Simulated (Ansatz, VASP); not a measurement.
AlN: VASP beside Ansatz

```xyz
8
Lattice="-3.1302 0.0000 0.0000 0.0000 5.4217 0.0000 1.5651 -2.7109 -5.0180" Properties=species:S:1:pos:R:3 pbc="T T T"
Al   -1.5651   -0.9072   -5.0099
Al    0.0000    1.8108   -5.0087
Al    0.0000    3.6144   -2.5022
Al   -1.5651    0.9037   -2.4985
N    -1.5651   -0.9026   -3.0755
N     0.0000    1.8062   -3.1140
N     0.0000    3.6520   -0.5857
N    -1.5651    0.8661   -0.5857
```

Change from the starting cell: mode 23 (707.6 1/cm) frozen in, largest displacement +0.037 Å.

Alike in both runs: task single point; functional PBE; k mesh 8 × 8 × 8; occupations gaussian, width 0.05 eV; no spin polarisation.

```csv
,VASP,Ansatz
version,VASP 6.6.1,Ansatz 0.2.0
potentials or method,"VASP PAW PBE potentials, release 64 (Al, N), cutoff 520 eV","scalar-relativistic, plane waves, PAW"
valence electrons in the cell,32,32
```

|  | VASP | Ansatz | Ansatz less VASP |
| --- | --- | --- | --- |
| gap on the k mesh at the Fermi level (eV) | 4.03 | 4.02 | -0.009 |
| least direct gap on the mesh (eV) | 4.03 | 4.02 | -0.009 |
| pressure (GPa) | -0.1 | 0.2 | +0.28 |
| traceless stress, the component that is largest in VASP (GPa) | -0.09 | -0.09 | +0.001 |
| rms of the force components (eV/Å) | 0.321 | 0.320 | -0.0008 |

Atom by atom the forces differ by 0.001 eV/Å (rms over components). The functional is the same, so the differences come from potentials, cutoffs and numerics.
